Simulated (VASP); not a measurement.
BaZrO3: single point with LDA

The system is BaZrO3.

```
Ba Zr O
1.0
     4.11202    0.00000    0.00000
     0.00000    4.11202    0.00000
     0.00000    0.00000    4.11202
Ba Zr O
1 1 3
Direct
  0.00000 0.00000 0.00000
  0.50000 0.50000 0.50000
  0.00000 0.50000 0.50000
  0.50000 0.00000 0.50000
  0.50000 0.50000 0.00000
```

| Quantity | Value |
| --- | --- |
| Program | VASP 6.6.1 |
| Task | single point |
| Functional | LDA |
| Potentials or basis | VASP PAW LDA potentials, release 64 (Ba_sv, Zr_sv, O) |
| Cutoff | 520 eV |
| k mesh | 3 × 3 × 3 |
| Occupations | gaussian, width 0.01 eV |
| Spin | no spin polarisation |
| Dipole correction | no |
| Further INCAR settings | ALGO = Normal; EDIFF = 1e-07; NBANDS = 28 |

| Quantity | Value |
| --- | --- |
| Pressure | 6.7 GPa |
| Band gap on the k mesh | 3.29 eV, direct |

Levels at points of the mesh, in eV from the valence-band top:
```csv
k point,band 17,band 18,band 19,band 20,band 21,band 22,band 23,band 24
"(0.00, 0.00, 0.00)",-0.95,0.00,0.00,0.00,3.29,3.29,3.29,4.71
```

Wall time 8.1 s on 1 thread of Intel Xeon 6975P-C (shared host), peak memory 0.16 GiB.

Caveat: the k points lie up to 0.51 Å⁻¹ apart; spin-orbit coupling is left out, which moves the levels of the heavy elements. A k mesh can miss the band edges.
